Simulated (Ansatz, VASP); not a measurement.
## Two plane-wave programs on Si

File INCAR:

```
PREC     = Accurate       # precision mode
ENCUT    = 520            # plane-wave cutoff, eV
EDIFF    = 1E-6           # SCF threshold, eV
ISMEAR   = 0              # smearing method
SIGMA    = 0.15           # smearing width, eV
LREAL    = F              # projectors in reciprocal space
LASPH    = T              # aspherical terms in the spheres
NELM     = 100            # most SCF steps
ALGO     = Normal         # electronic algorithm
ISIF     = 2              # what is computed and relaxed
LWAVE    = F              # write WAVECAR
LCHARG   = F              # write CHGCAR
NBANDS   = 8              # bands
```

File KPOINTS:

```
regular mesh
0
Gamma
  24 24 20
```

The input POSCAR:

```
Si
1.0
    2.6991590993      0.0000000000      0.0000000000
   -1.3495795497      2.3375403489      0.0000000000
    0.0000000000      0.0000000000      2.5033497058
Si
1
Direct
    0.0000000000      0.0000000000      0.0000000000
```

Input for Ansatz:

```yaml
crystal:
  lattice:
    - [2.6991590993, 0.0, 0.0]
    - [-1.3495795497, 2.3375403489, 0.0]
    - [0.0, 0.0, 2.5033497058]
  atoms:
    - { symbol: Si, position: [0.0, 0.0, 0.0] }
basis:
  ecutwfc: 420
kpoints:
  mp_grid: { grid: [24, 24, 20] }
hamiltonian:
  xc: lda
scf:
  occupations: { method: gaussian, width: 0.15 }
output:
  forces: true
  stress: true
  eigenvalues: true
  write_density: true
  write_potential: true
  elf: true
  volumetric_format: npy
```

Change from the starting cell: strain +0.030 along x and y, +0.015 along z, atoms carried along.

Alike in both runs: task single point; functional LDA; k mesh 24 × 24 × 20; occupations gaussian, width 0.15 eV; no spin polarisation.

```csv
,VASP,Ansatz
version,VASP 6.6.1,Ansatz 0.2.0
potentials or method,"VASP PAW LDA potentials, release 64 (Si), cutoff 520 eV","scalar-relativistic, plane waves, PAW"
valence electrons in the cell,4,4
```

```tsv
	VASP	Ansatz	Ansatz less VASP
gap on the k mesh at the Fermi level (eV)	none	none	-
pressure (GPa)	-7.6	-7.7	-0.05
traceless stress, the component that is largest in VASP (GPa)	1.05	1.07	+0.018
```

LDA's correlation is that of Perdew and Zunger in VASP and of Perdew and Wang (1992) in Ansatz. A gap of «none» marks a metal or a gap that the smearing closes.
